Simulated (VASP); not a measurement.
# ZnS (P6_3mc) in VASP: a series of runs, part 2 of 2

VASP 6.6.1.

## 6. Single point, r2SCAN (equal strain along all axes, cell held: -1.0 %, then relaxed in part)

Input file POSCAR:

```
ZnS
1.0
    3.7684534195      0.0000000000      0.0000000000
   -1.8842267098      3.2635763943      0.0000000000
    0.0000000000      0.0000000000      6.1823548098
Zn S
2 2
Direct
    0.3333333333      0.6666666667      0.0003831895
    0.6666666667      0.3333333333      0.5003831895
    0.3333333333      0.6666666667      0.3746168105
    0.6666666667      0.3333333333      0.8746168105
```

Input file INCAR.step1:

```
PREC     = Accurate       # precision mode
ENCUT    = 520            # plane-wave cutoff, eV
ISMEAR   = 0              # smearing method
SIGMA    = 0.02           # smearing width, eV
LREAL    = False          # projectors in reciprocal space
LASPH    = True           # aspherical terms in the spheres
NELM     = 100            # most SCF steps
NBANDS   = 26             # bands
GGA      = PE             # functional
ALGO     = Normal         # electronic algorithm
EDIFF    = 1E-4           # SCF threshold, eV
LWAVE    = True           # write WAVECAR
LCHARG   = False          # write CHGCAR
```

Input file INCAR.step2:

```
PREC     = Accurate       # precision mode
ENCUT    = 520            # plane-wave cutoff, eV
EDIFF    = 1E-6           # SCF threshold, eV
ISMEAR   = 0              # smearing method
SIGMA    = 0.02           # smearing width, eV
LREAL    = False          # projectors in reciprocal space
LASPH    = True           # aspherical terms in the spheres
NELM     = 100            # most SCF steps
ALGO     = Normal         # electronic algorithm
ISIF     = 2              # what is computed and relaxed
LWAVE    = False          # write WAVECAR
LCHARG   = False          # write CHGCAR
METAGGA  = R2SCAN         # meta-GGA
LMIXTAU  = True         
NBANDS   = 26             # bands
ISTART   = 1
```

Input file KPOINTS:

```
Automatic mesh
0
Gamma
  6 6 4
```

Potentials or basis: VASP PAW PBE potentials, release 64 (Zn, S).

On the command line:

```console
> cat potpaw_PBE.64/Zn/POTCAR potpaw_PBE.64/S/POTCAR > POTCAR
> cp INCAR.step1 INCAR
> mpirun -np 1 vasp_std > vasp.out
> cp INCAR.step2 INCAR
> mpirun -np 1 vasp_std > vasp.out
```

OUTCAR:

```text
PREC = Accurate
   ENCUT = 520
   EDIFF = 1E-6
   ISMEAR = 0
   LREAL = False
   LASPH = True
   NELM = 100
   ISIF = 2
   METAGGA = R2SCAN
   ISTART = 1

 ion  position               nearest neighbor table
   1  0.333  0.667  0.000-   4 2.31   4 2.31   4 2.31   3 2.31
   2  0.667  0.333  0.500-   3 2.31   3 2.31   3 2.31   4 2.31
   3  0.333  0.667  0.375-   2 2.31   2 2.31   2 2.31   1 2.31
   4  0.667  0.333  0.875-   1 2.31   1 2.31   1 2.31   2 2.31

  LATTYP: Found a hexagonal cell.
[... 804 lines left out ...]
  FORCE on cell =-STRESS in cart. coord.  units (eV):
  Direction    XX          YY          ZZ          XY          YZ          ZX
  --------------------------------------------------------------------------------------
  -------------------------------------------------------------------------------------
  Total        1.2378972      1.2378972      1.2412949     -0.0000000      0.0000000      0.0000000
  in kB       26.0846073     26.0846073     26.1562027     -0.0000000      0.0000000      0.0000000
  external PRESSURE =      26.1084725 kB  Pullay stress =       0.0000000 kB

 VOLUME and BASIS-vectors are now :
 -----------------------------------------------------------------------------
  energy-cutoff  :      520.00
  volume of cell :       76.03
      direct lattice vectors                 reciprocal lattice vectors
     3.768453420  0.000000000  0.000000000     0.265360849  0.153206158  0.000000000
    -1.884226710  3.263576394  0.000000000     0.000000000  0.306412316  0.000000000
     0.000000000  0.000000000  6.182354810     0.000000000  0.000000000  0.161750665

 POSITION                                       TOTAL-FORCE (eV/Angst)
 -----------------------------------------------------------------------------------
     -0.00000      2.17572      0.00237        -0.000000      0.000000      0.011970
      1.88423      1.08786      3.09355         0.000000     -0.000000      0.011970
     -0.00000      2.17572      2.31601         0.000000      0.000000     -0.011970
      1.88423      1.08786      5.40719         0.000000     -0.000000     -0.011970
 -----------------------------------------------------------------------------------
    total drift:                               -0.000000     -0.000000      0.031101

  FREE ENERGIE OF THE ION-ELECTRON SYSTEM (eV)
  ---------------------------------------------------
  free  energy   TOTEN  =       -37.7028306140 eV

  energy  without entropy=      -37.7028306140  energy(sigma->0) =      -37.70283061
```

OUTCAR.step1:

```text
PREC = Accurate
   ENCUT = 520
   ISMEAR = 0
   LREAL = False
   LASPH = True
[... 834 lines left out ...]
     -0.00000      2.17572      0.00237        -0.000000     -0.000000      0.007443
      1.88423      1.08786      3.09355         0.000000     -0.000000      0.007443
     -0.00000      2.17572      2.31601        -0.000000      0.000000     -0.007443
      1.88423      1.08786      5.40719         0.000000     -0.000000     -0.007443
 -----------------------------------------------------------------------------------
    total drift:                               -0.000001     -0.000001      0.001871

  FREE ENERGIE OF THE ION-ELECTRON SYSTEM (eV)
  ---------------------------------------------------
  free  energy   TOTEN  =       -13.6187379257 eV

  energy  without entropy=      -13.6187379257  energy(sigma->0) =      -13.61873793
```

OSZICAR.step1:

```text
N       E                     dE             d eps       ncg     rms          rms(c)
DAV:   1     0.245594034960E+03    0.24559E+03   -0.17256E+04  1092   0.169E+03
DAV:   2     0.105483912816E+02   -0.23505E+03   -0.22467E+03  1096   0.351E+02
DAV:   3    -0.138765267110E+02   -0.24425E+02   -0.24187E+02  1312   0.113E+02
DAV:   4    -0.144717085870E+02   -0.59518E+00   -0.59391E+00  1258   0.176E+01
DAV:   5    -0.144806349467E+02   -0.89264E-02   -0.89233E-02  1330   0.215E+00    0.105E+01
DAV:   6    -0.136298620245E+02    0.85077E+00   -0.16375E+00  1624   0.378E+01    0.797E+00
DAV:   7    -0.136263461716E+02    0.35159E-02   -0.13400E+00  1150   0.679E+00    0.354E+00
DAV:   8    -0.136182786888E+02    0.80675E-02   -0.35896E-02  1322   0.166E+00    0.105E+00
DAV:   9    -0.136184087528E+02   -0.13006E-03   -0.11107E-02  1460   0.127E+00    0.243E-01
DAV:  10    -0.136185314494E+02   -0.12270E-03   -0.57392E-04  1238   0.346E-01    0.101E-01
DAV:  11    -0.136187389841E+02   -0.20753E-03   -0.30772E-04  1050   0.126E-01    0.639E-02
DAV:  12    -0.136187379257E+02    0.10584E-05   -0.18705E-05   608   0.624E-02
   1 F= -.13618738E+02 E0= -.13618738E+02  d E =-.611953E-24
```

Wall time 4.8 min (1 thread of Intel Xeon 8259CL, shared host); peak memory 0.21 GiB.

Results:

- Free energy: -37.7028 eV
- Pressure: 2.6 GPa
- Largest force: 0.012 eV/Å
- Band gap on the k mesh: 2.93 eV

Forces on the atoms (eV/Å):
```
Zn   0.000  0.000  0.012
Zn   0.000  0.000  0.012
S    0.000  0.000 -0.012
S    0.000  0.000 -0.012
```

Caveat: the cell differs from its parent crystal (equal strain along all axes, cell held: -1.0 %, then relaxed in part); the PAW data sets were made with another functional, which shifts forces and pressure a little.

## 7. The runs side by side

| cell | gap on the mesh (eV) | pressure (GPa) | largest force (eV/Å) |
| --- | --- | --- | --- |
| a = 3.692, b = 3.692, c = 6.057 Å, angles 90.0, 90.0, 120.0°, 4 atoms | 3.24 | 8.8 | 0.02 |
| a = 3.730, b = 3.730, c = 6.120 Å, angles 90.0, 90.0, 120.0°, 4 atoms | 3.08 | 5.5 | 0.01 |
| a = 3.768, b = 3.768, c = 6.182 Å, angles 90.0, 90.0, 120.0°, 4 atoms | 2.93 | 2.6 | 0.01 |

Alike in all rows: task single point; level r2SCAN; potentials or basis VASP PAW PBE potentials, release 64 (Zn, S); no spin polarisation; k mesh 6 × 6 × 4; cutoff (eV) 520; smearing gaussian 0.02 eV.

Caveats: the PAW data sets were made with another functional, which shifts forces and pressure a little; the cell stands under pressure (at least some runs).

Absolute energies hang on the potentials; compare differences alone.
